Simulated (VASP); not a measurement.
# Ge (I4_1/amd) in VASP: a series of runs

The runs below take Ge through single point, with PBE.

Program: VASP 6.6.1. These are calculated values, not measurements. Logs are shortened: lines on timing, memory, paths and dates and some standing lists are left out, and cuts for length are marked.

## 1. The cell of the first run

The structure is tetragonal, space group I4_1/amd (No. 141). Conventional cell: a = 4.000 Å, b = 4.000 Å, c = 5.544 Å, α = 90.00°, β = 90.00°, γ = 90.00°. Ge (site symmetry -4m2) has 4 Ge at 2.43 Å within 3.2 Å.

## 2. Single point, PBE (z stretched by -2 %, then relaxed in part)

Contents of INCAR:

```
  PREC = Accurate
  ENCUT = 520
  EDIFF = 1E-6
  ISMEAR = -1
  SIGMA = 0.05
  LREAL = False
  LASPH = True
  NELM = 60
  ALGO = Normal
  ISIF = 2
  LWAVE = False
  LCHARG = True
  GGA = PE
  LELF = True
  LVHAR = True
  NBANDS = 21
```

Contents of KPOINTS:

```
Automatic mesh
0
Gamma
  14 14 14
```

Contents of POSCAR:

```
Ge
1.0
    0.0000000000      2.8286750000      2.7721015000
    2.8286750000      0.0000000000      2.7721015000
    2.8286750000      2.8286750000      0.0000000000
Ge
2
Direct
    0.0000000000      0.0000000000      0.0000000000
    0.2500000000      0.2500000000      0.2500000000
```

Potentials or basis: VASP PAW PBE potentials, release 64 (Ge_d).

Started as:

```sh
$ cat potpaw_PBE.64/Ge_d/POTCAR > POTCAR
$ mpirun -np 1 vasp_std > vasp.out
```

OUTCAR:

```text
PREC = Accurate
   ENCUT = 520
   EDIFF = 1E-6
   ISMEAR = -1
   LREAL = False
   LASPH = True
   NELM = 60
   ISIF = 2
   GGA = PE

 ion  position               nearest neighbor table
   1  0.000  0.000  0.000-   2 2.43   2 2.43   2 2.43   2 2.43
   2  0.250  0.250  0.250-   1 2.43   1 2.43   1 2.43   1 2.43

  LATTYP: Found a body centered tetragonal cell.
 ALAT       =     4.0003505485
 C/A-ratio  =     1.3859292911

  Lattice vectors:

 A1 = (   0.0000000000,  -2.8286750000,  -2.7721015000)
 A2 = (   0.0000000000,   2.8286750000,  -2.7721015000)
 A3 = (   2.8286750000,   0.0000000000,   2.7721015000)

Analysis of symmetry for initial positions (statically):
=====================================================================
 Subroutine PRICEL returns:
 Original cell was already a primitive cell.

 Routine SETGRP: Setting up the symmetry group for a
 body centered tetragonal supercell.

 Subroutine GETGRP returns: Found 16 space group operations
 (whereof  8 operations were pure point group operations)
 out of a pool of 16 trial point group operations.

The static configuration has the point symmetry D_2d.
 The point group associated with its full space group is D_4h.

Analysis of symmetry for dynamics (positions and initial velocities):
=====================================================================
 Subroutine PRICEL returns:
 Original cell was already a primitive cell.

 Routine SETGRP: Setting up the symmetry group for a
 body centered tetragonal supercell.

 Subroutine GETGRP returns: Found 16 space group operations
 (whereof  8 operations were pure point group operations)
 out of a pool of 16 trial point group operations.

The dynamic configuration has the point symmetry D_2d.
 The point group associated with its full space group is D_4h.

 Subroutine INISYM returns: Found 16 space group operations
 (whereof  8 operations are pure point group operations),
 and found     1 'primitive' translations

----------------------------------------------------------------------------------------

                                     Primitive cell

  volume of cell :      44.3614

  direct lattice vectors                    reciprocal lattice vectors
     0.000000000  2.828675000  2.772101500    -0.176761204  0.176761204  0.180368576
     2.828675000  0.000000000  2.772101500     0.176761204 -0.176761204  0.180368576
     2.828675000  2.828675000  0.000000000     0.176761204  0.176761204 -0.180368576

  length of vectors
     3.960549076  3.960549076  4.000350549     0.308256176  0.308256176  0.308256176

  position of ions in fractional coordinates (direct lattice)
     0.000000000  0.000000000  0.000000000
     0.250000000  0.250000000  0.250000000

  ion indices of the primitive-cell ions
   primitive index   ion index
                 1           1
                 2           2

----------------------------------------------------------------------------------------

 KPOINTS: Automatic mesh

Automatic generation of k-mesh.
 Grid dimensions read from file:
 generate k-points for:   14   14   14

 Generating k-lattice:

  Cartesian coordinates                     Fractional coordinates (reciprocal lattice)
    -0.012625800  0.012625800  0.012883470     0.071428571  0.000000000  0.000000000
     0.012625800 -0.012625800  0.012883470     0.000000000  0.071428571  0.000000000
     0.012625800  0.012625800 -0.012883470     0.000000000  0.000000000  0.071428571

  Length of vectors
     0.022018298  0.022018298  0.022018298

  Shift w.r.t. Gamma in fractional coordinates (k-lattice)
     0.000000000  0.000000000  0.000000000

 Subroutine IBZKPT returns following result:
 ===========================================

 Found    244 irreducible k-points:

 Following reciprocal coordinates:
            Coordinates               Weight
  0.000000  0.000000  0.000000      1.000000
  0.071429  0.000000  0.000000      8.000000
  0.142857 -0.000000  0.000000      8.000000
  0.214286  0.000000  0.000000      8.000000
  0.285714 -0.000000  0.000000      8.000000
  0.357143  0.000000  0.000000      8.000000
[... 16 lines left out ...]
  0.214286  0.142857  0.000000      8.000000
  0.285714  0.142857  0.000000      8.000000
 [... further k-points ...]
   k-points           NKPTS =    244   k-points in BZ     NKDIM =    244   number of bands    NBANDS=     21
   number of dos      NEDOS =    301   number of ions     NIONS =      2
   total plane-waves  NPLWV =  27000
   dimension x,y,z NGX =    30 NGY =   30 NGZ =   30
   dimension x,y,z NGXF=    60 NGYF=   60 NGZF=   60
   ions per type =               2
   NGX,Y,Z   is equivalent  to a cutoff of  12.59, 12.59, 12.47 a.u.
   NGXF,Y,Z  is equivalent  to a cutoff of  25.19, 25.19, 24.93 a.u.
 SYSTEM =  unknown system
   PREC   = accura    normal or accurate (medium, high low for compatibility)
   ISTART =      0    job   : 0-new  1-cont  2-samecut
   ICHARG =      2    charge: 1-file 2-atom 10-const
[... 72 lines left out ...]
      4     -19.6101      2.00000
      5     -19.6082      2.00000
      6     -19.3992      2.00000
[... 13 lines left out ...]
     20      14.0838      0.00000
     21      14.4027      0.00000

 k-point     3 :       0.1429   -0.0000    0.0000
  band No.  band energies     occupation
      1     -19.6640      2.00000
      2     -19.6602      2.00000
      3     -19.6482      2.00000
      4     -19.5997      2.00000
      5     -19.5983      2.00000
      6     -19.4081      2.00000
[... 13 lines left out ...]
     20      13.5655      0.00000
     21      13.8111      0.00000

 k-point     4 :       0.2143    0.0000    0.0000
  band No.  band energies     occupation
      1     -19.6704      2.00000
      2     -19.6662      2.00000
      3     -19.6448      2.00000
      4     -19.5888      2.00000
      5     -19.5877      2.00000
      6     -19.4169      2.00000
[... 13 lines left out ...]
     20      13.4093      0.00000
     21      13.6060      0.00000

 k-point     5 :       0.2857   -0.0000    0.0000
  band No.  band energies     occupation
      1     -19.6753      2.00000
      2     -19.6705      2.00000
      3     -19.6408      2.00000
      4     -19.5798      2.00000
      5     -19.5791      2.00000
      6     -19.4237      2.00000
[... 13 lines left out ...]
     20      13.7497      0.00000
     21      13.8084      0.00000

 k-point     6 :       0.3571    0.0000    0.0000
  band No.  band energies     occupation
      1     -19.6783      2.00000
      2     -19.6729      2.00000
      3     -19.6371      2.00000
      4     -19.5738      2.00000
      5     -19.5733      2.00000
      6     -19.4280      2.00000
[... 13 lines left out ...]
     20      14.5064      0.00000
     21      14.5587      0.00000

 k-point     7 :       0.4286    0.0000    0.0000
  band No.  band energies     occupation
      1     -19.6799      2.00000
      2     -19.6740      2.00000
      3     -19.6345      2.00000
      4     -19.5707      2.00000
      5     -19.5703      2.00000
      6     -19.4301      2.00000
[... 13 lines left out ...]
     20      15.5660      0.00000
     21      15.6885      0.00000
[... 291 lines left out ...]
      1     -19.6669      2.00000
      2     -19.6656      2.00000
      3     -19.6478      2.00000
      4     -19.5947      2.00000
      5     -19.5887      2.00000
      6     -19.4192      2.00000
[... 13 lines left out ...]
     20      13.2750      0.00000
     21      13.8275      0.00000

 k-point    21 :      -0.0714    0.0714    0.0000
  band No.  band energies     occupation
      1     -19.6599      2.00000
      2     -19.6595      2.00000
      3     -19.6506      2.00000
      4     -19.6035      2.00000
      5     -19.6008      2.00000
      6     -19.4092      2.00000
[... 13 lines left out ...]
     20      13.3802      0.00000
     21      14.0409      0.00000

 k-point    22 :       0.1429    0.1429    0.0000
  band No.  band energies     occupation
      1     -19.6612      2.00000
      2     -19.6569      2.00000
      3     -19.6569      2.00000
      4     -19.6024      2.00000
      5     -19.5847      2.00000
      6     -19.4313      2.00000
[... 13 lines left out ...]
     20      13.2846      0.00000
     21      14.8887      0.00000

 k-point    23 :       0.2143    0.1429    0.0000
  band No.  band energies     occupation
      1     -19.6684      2.00000
      2     -19.6612      2.00000
      3     -19.6527      2.00000
      4     -19.5942      2.00000
      5     -19.5725      2.00000
      6     -19.4449      2.00000
[... 13 lines left out ...]
     20      14.0701      0.00000
     21      14.8586      0.00000

 k-point    24 :       0.2857    0.1429    0.0000
  band No.  band energies     occupation
      1     -19.6773      2.00000
      2     -19.6661      2.00000
      3     -19.6438      2.00000
      4     -19.5842      2.00000
      5     -19.5616      2.00000
      6     -19.4554      2.00000
[... 13 lines left out ...]
     20      14.6187      0.00000
     21      14.9882      0.00000

 [... further k-points ...]

------------------------ aborting loop because EDIFF is reached ----------------------------------------

  FORCE on cell =-STRESS in cart. coord.  units (eV):
  Direction    XX          YY          ZZ          XY          YZ          ZX
  --------------------------------------------------------------------------------------
  -------------------------------------------------------------------------------------
  Total        1.3009777      1.3009777      1.6895819      0.0000000      0.0000000      0.0000000
  in kB       46.9867266     46.9867266     61.0217405      0.0000000      0.0000000      0.0000000
  external PRESSURE =      51.6650646 kB  Pullay stress =       0.0000000 kB

 VOLUME and BASIS-vectors are now :
 -----------------------------------------------------------------------------
  energy-cutoff  :      520.00
  volume of cell :       44.36
      direct lattice vectors                 reciprocal lattice vectors
     0.000000000  2.828675000  2.772101500    -0.176761204  0.176761204  0.180368576
     2.828675000  0.000000000  2.772101500     0.176761204 -0.176761204  0.180368576
     2.828675000  2.828675000  0.000000000     0.176761204  0.176761204 -0.180368576

 POSITION                                       TOTAL-FORCE (eV/Angst)
 -----------------------------------------------------------------------------------
      0.00000      0.00000      0.00000        -0.000000     -0.000000     -0.000000
      1.41434      1.41434      1.38605         0.000000      0.000000      0.000000
 -----------------------------------------------------------------------------------
    total drift:                                0.000000      0.000000      0.000000

  FREE ENERGIE OF THE ION-ELECTRON SYSTEM (eV)
  ---------------------------------------------------
  free  energy   TOTEN  =        -8.9817616085 eV

  energy  without entropy=       -8.9815573230  energy(sigma->0) =       -8.98165947
```

It took 6.4 min on 1 thread of AMD EPYC 7R13, shared host; peak memory 0.27 GiB.

What came out:

```yaml
Free_energy: -8.9818 eV
Pressure: 5.2 GPa
Band_gap_on_the_k_mesh: 0.12 eV, direct
```

Levels at points of the mesh, in eV from the valence-band top:
| k point | band 11 | band 12 | band 13 | band 14 | band 15 | band 16 | band 17 | band 18 |
| --- | --- | --- | --- | --- | --- | --- | --- | --- |
| (0.00, 0.00, 0.00) | -13.03 | -0.16 | -0.16 | 0.00 | 0.12 | 2.40 | 2.49 | 2.49 |
| (0.50, 0.00, 0.00) | -10.89 | -7.80 | -1.63 | -1.45 | 0.14 | 3.59 | 3.73 | 7.04 |
| (0.50, 0.50, 0.00) | -9.00 | -9.00 | -3.34 | -3.34 | 0.52 | 0.52 | 9.59 | 9.59 |
| (0.50, 0.00, 0.50) | -9.10 | -9.10 | -3.20 | -3.20 | 0.68 | 0.68 | 9.55 | 9.55 |

Caveat: the cell differs from its parent crystal (z stretched by -2 %, then relaxed in part). A k mesh can miss the band edges.

## 3. Single point, PBE (z stretched by -1 %, then relaxed in part)

Contents of INCAR:

```
SYSTEM = Ge
PREC = Accurate
ENCUT = 520
EDIFF = 1E-7
ISMEAR = -1
SIGMA = 0.05
LREAL = .FALSE.
LASPH = .TRUE.
NELM = 60
ALGO = Normal
ISIF = 2
LWAVE = .FALSE.
LCHARG = .FALSE.
GGA = PE
NBANDS = 21
```

Contents of KPOINTS:

```
regular mesh
0
G
  14 14 14
  0 0 0
```

Contents of POSCAR:

```
Ge
1.0
    0.0000000000      2.8286750000      2.8003882500
    2.8286750000      0.0000000000      2.8003882500
    2.8286750000      2.8286750000      0.0000000000
Ge
2
Direct
    0.0000000000      0.0000000000      0.0000000000
    0.2500000000      0.2500000000      0.2500000000
```

Potentials or basis: VASP PAW PBE potentials, release 64 (Ge_d).

Started as:

```sh
$ cat potpaw_PBE.64/Ge_d/POTCAR > POTCAR
$ mpirun -np 1 vasp_std > vasp.out
```

It took 6.1 min on 1 thread of AMD EPYC 7R13, shared host; peak memory 0.27 GiB.

The run converged. Its results:

```
Free energy            : -8.9974 eV
Pressure               : 4.3 GPa
Band gap on the k mesh : 0.08 eV, direct
```

Stress tensor (GPa, compression positive):
```
4.10 0.00 0.00
0.00 4.10 0.00
0.00 0.00 4.81
```

Levels at points of the mesh, in eV from the valence-band top:
| k point | band 10 | band 11 | band 12 | band 13 | band 14 | band 15 | band 16 | band 17 | band 18 | band 19 |
| --- | --- | --- | --- | --- | --- | --- | --- | --- | --- | --- |
| (0.00, 0.00, 0.00) | -24.61 | -12.90 | -0.08 | -0.08 | 0.00 | 0.08 | 2.48 | 2.52 | 2.52 | 6.40 |
| (0.50, 0.00, 0.00) | -24.58 | -10.79 | -7.70 | -1.52 | -1.43 | 0.16 | 3.67 | 3.74 | 7.09 | 10.57 |
| (0.50, 0.50, 0.00) | -24.57 | -8.94 | -8.94 | -3.21 | -3.21 | 0.64 | 0.64 | 9.56 | 9.56 | 11.69 |
| (0.50, 0.00, 0.50) | -24.57 | -8.99 | -8.99 | -3.14 | -3.14 | 0.72 | 0.72 | 9.54 | 9.54 | 11.64 |

Caveat: the cell differs from its parent crystal (z stretched by -1 %, then relaxed in part).

## 4. Single point, PBE (z stretched by +1 %, then relaxed in part)

Contents of INCAR:

```
SYSTEM = Ge
ALGO = Normal
EDIFF = 1E-6
ENCUT = 520
GGA = PE
ISIF = 2
ISMEAR = -1
LASPH = .True.
LCHARG = .True.
LELF = .True.
LREAL = .False.
LVHAR = .True.
LWAVE = .False.
NBANDS = 21
NELM = 60
PREC = Accurate
SIGMA = 0.05
```

Contents of KPOINTS:

```
k-points
0
Gamma
  14 14 14
  0 0 0
```

Contents of POSCAR:

```
Ge
1.0
    0.0000000000      2.8286750000      2.8569617500
    2.8286750000      0.0000000000      2.8569617500
    2.8286750000      2.8286750000      0.0000000000
Ge
2
Direct
    0.0000000000      0.0000000000      0.0000000000
    0.2500000000      0.2500000000      0.2500000000
```

Started as:

```sh
$ cat potpaw_PBE.64/Ge_d/POTCAR > POTCAR
$ mpirun -np 1 vasp_std > vasp.out
```

Wall time 6.4 min (1 thread of AMD EPYC 7R13, shared host); peak memory 0.28 GiB.

The run converged. Its results:

| Item | Value |
| --- | --- |
| Free energy | -9.0181 eV |
| Pressure | 2.8 GPa |
| Band gap on the k mesh | zero (filled and empty bands touch) |

Stress tensor (GPa, compression positive):
```
3.06 0.00 0.00
0.00 3.06 0.00
0.00 0.00 2.35
```

Levels at points of the mesh, in eV from the Fermi level:
| k point | band 12 | band 13 | band 14 | band 15 | band 16 | band 17 |
| --- | --- | --- | --- | --- | --- | --- |
| (0.00, 0.00, 0.00) | -0.11 | -0.10 | -0.03 | -0.03 | 2.48 | 2.48 |
| (0.50, 0.00, 0.00) | -7.60 | -1.49 | -1.40 | 0.10 | 3.66 | 3.72 |
| (0.50, 0.50, 0.00) | -8.93 | -3.04 | -3.04 | 0.77 | 0.77 | 9.38 |
| (0.50, 0.00, 0.50) | -8.88 | -3.11 | -3.11 | 0.69 | 0.69 | 9.38 |

Caveat: the cell differs from its parent crystal (z stretched by +1 %, then relaxed in part).

## 5. Single point, PBE (z stretched by +2 %, then relaxed in part)

Contents of INCAR:

```
  PREC = Accurate
  ENCUT = 520
  EDIFF = 1E-7
  ISMEAR = -1
  SIGMA = 0.05
  LREAL = False
  LASPH = True
  NELM = 100
  ALGO = Normal
  ISIF = 2
  LWAVE = False
  LCHARG = False
  GGA = PE
  NBANDS = 21
```

Contents of KPOINTS:

```
regular mesh
0
Gamma
  14 14 14
```

Contents of POSCAR:

```
Ge
1.0
    0.0000000000      2.8286750000      2.8852485000
    2.8286750000      0.0000000000      2.8852485000
    2.8286750000      2.8286750000      0.0000000000
Ge
2
Direct
    0.0000000000      0.0000000000      0.0000000000
    0.2500000000      0.2500000000      0.2500000000
```

Started as:

```sh
$ cat potpaw_PBE.64/Ge_d/POTCAR > POTCAR
$ mpirun -np 1 vasp_std > vasp.out
```

It took 6.1 min on 1 thread of AMD EPYC 7R13, shared host; peak memory 0.28 GiB.

The run converged. Its results:

```yaml
Free_energy: -9.0234 eV
Pressure: 2.1 GPa
Band_gap_on_the_k_mesh: zero (filled and empty bands touch)
```

Stress tensor (GPa, compression positive):
```
2.60 0.00 0.00
0.00 2.60 0.00
0.00 0.00 1.19
```

Levels at points of the mesh, in eV from the Fermi level:
| k point | band 11 | band 12 | band 13 | band 14 | band 15 | band 16 | band 17 | band 18 |
| --- | --- | --- | --- | --- | --- | --- | --- | --- |
| (0.00, 0.00, 0.00) | -12.67 | -0.19 | -0.15 | 0.01 | 0.01 | 2.47 | 2.47 | 2.57 |
| (0.50, 0.00, 0.00) | -10.63 | -7.55 | -1.51 | -1.33 | 0.07 | 3.64 | 3.75 | 7.08 |
| (0.50, 0.50, 0.00) | -8.92 | -8.92 | -2.96 | -2.96 | 0.84 | 0.84 | 9.29 | 9.29 |
| (0.50, 0.00, 0.50) | -8.83 | -8.83 | -3.10 | -3.10 | 0.68 | 0.68 | 9.29 | 9.29 |

Caveat: the cell differs from its parent crystal (z stretched by +2 %, then relaxed in part).

## 6. Summary

| cell | gap on the mesh (eV) | pressure (GPa) |
| --- | --- | --- |
| a = 3.961, b = 3.961, c = 4.000 Å, angles 59.7, 59.7, 60.7°, 2 atoms | 0.12 | 5.2 |
| a = 3.980, b = 3.980, c = 4.000 Å, angles 59.8, 59.8, 60.3°, 2 atoms | 0.08 | 4.3 |
| a = 4.020, b = 4.020, c = 4.000 Å, angles 60.2, 60.2, 59.7°, 2 atoms | none | 2.8 |
| a = 4.041, b = 4.041, c = 4.000 Å, angles 60.3, 60.3, 59.3°, 2 atoms | none | 2.1 |

Alike in all rows: task single point; level PBE; potentials or basis VASP PAW PBE potentials, release 64 (Ge_d); no spin polarisation; k mesh 14 × 14 × 14; cutoff (eV) 520; smearing fermi-dirac 0.05 eV.

Total energies depend on the potentials used, so only differences within one code and one set of settings carry meaning.
